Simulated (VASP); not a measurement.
Input of a VASP 6.6.1 run:

INCAR

```
PREC = Accurate ; ENCUT = 520
EDIFF = 1E-7 ; ISMEAR = -1
SIGMA = 0.08 ; LREAL = False
LASPH = True ; NELM = 80
ALGO = Normal ; ISIF = 2
LWAVE = False ; LCHARG = False
GGA = PS ; NBANDS = 35
```

The input KPOINTS:

```
Automatic mesh
0
Gamma
  11 11 3
```

Contents of POSCAR:

```
WSe2
1.0
    3.2899984505      0.0000000000      0.0000000000
   -1.6449992252      2.8492222365      0.0000000000
    0.0000000000      0.0000000000     13.3591000000
W Se
2 4
Direct
    0.3333333333      0.6666666667      0.2500000000
    0.6666666667      0.3333333333      0.7500000000
    0.3333333333      0.6666666667      0.6210000000
    0.6666666667      0.3333333333      0.1210000000
    0.3333333333      0.6666666667      0.8790000000
    0.6666666667      0.3333333333      0.3790000000
```

Potentials or basis: VASP PAW PBE potentials, release 64 (W_sv, Se).

Command:

```sh
$ cat potpaw_PBE.64/W_sv/POTCAR potpaw_PBE.64/Se/POTCAR > POTCAR
$ mpirun -np 1 vasp_std > vasp.out
```

(1) Estimate the band gap on the k mesh.

(2) Predict the largest force.

(3) Predict the pressure.

## Answers

(1) 1.01 eV, indirect (least direct gap 1.78 eV).

(2) 0.866 eV/Å.

(3) -5.2 GPa.

Caveat: the cell differs from its parent crystal (zz strain of +3 %); the PAW data sets were made with another functional, which shifts forces and pressure a little; spin-orbit coupling is left out, which moves the levels of the heavy elements; this functional lacks dispersion, which binds the layers, so the pressure and a relaxed spacing across them are unreliable.
